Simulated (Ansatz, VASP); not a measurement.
## One calculation of GaN, two programs

INCAR

```
ALGO = Normal
EDIFF = 1E-6
EDIFFG = -0.01
ENCUT = 600
GGA = PS
IBRION = 2
ISIF = 3
ISMEAR = -1
IVDW = 13
LASPH = True
LCHARG = False
LREAL = False
LWAVE = False
NELM = 60
NSW = 60
PREC = Accurate
SIGMA = 0.05
```

The input KPOINTS:

```
k-points
0
Gamma
  10 10 10
```

The input POSCAR:

```
GaN
1.0
    0.0000000000      2.2535006075      2.2535006075
    2.2535006075      0.0000000000      2.2535006075
    2.2535006075      2.2535006075      0.0000000000
Ga N
1 1
Direct
    0.0000000000      0.0000000000      0.0000000000
    0.2500000000      0.2500000000      0.2500000000
```

File input.yaml:

```yaml
crystal:
  lattice:
    - [0.0, 2.2535006075, 2.2535006075]
    - [2.2535006075, 0.0, 2.2535006075]
    - [2.2535006075, 2.2535006075, 0.0]
  atoms:
    - { symbol: Ga, position: [0.0, 0.0, 0.0] }
    - { symbol: "N", position: [0.25, 0.25, 0.25] }
hamiltonian:
  xc: pbesol
  pseudopotentials: { kind: paw }
  dispersion: d4
kpoints:
  mp_grid: { grid: [10, 10, 10] }
scf:
  occupations: { method: fermi_dirac, width: 0.05 }
output:
  forces: true
  stress: true
  eigenvalues: true
relax:
  f_tol: 0.01
  max_steps: 40
  cell: { stress_tol: 0.05 }
```

Alike in both runs: task relaxation of cell and atoms; functional PBEsol; dispersion D4; k mesh 10 × 10 × 10; occupations fermi-dirac, width 0.05 eV; no spin polarisation.

```csv
,VASP,Ansatz
version,VASP 6.6.1,Ansatz 0.2.0
potentials or method,"VASP PAW PBE potentials, release 64 (Ga_d, N)",Ansatz PAW
plane-wave cutoff (eV),600,420
valence electrons in the cell,18,18
```

VASP gave:

```
gap on the k mesh at the Fermi level, each at its own relaxed structure (eV)  : 1.85
relaxed volume (Å³/atom)                                                      : 11.15
relaxed length of the cell vector where the two differ most in proportion (Å) : 3.160
```

**Question.** What did Ansatz give for the same quantities?

**Answer.** gap on the k mesh at the Fermi level, each at its own relaxed structure (eV): 1.81; relaxed volume (Å³/atom): 11.18; relaxed length of the cell vector where the two differ most in proportion (Å): 3.163.

VASP's potentials were made for PBE, not for PBEsol.

Noted on Ansatz's run: the plane-wave basis is chosen anew once the cell has moved, so the energies of steps on either side of that aren't comparable.
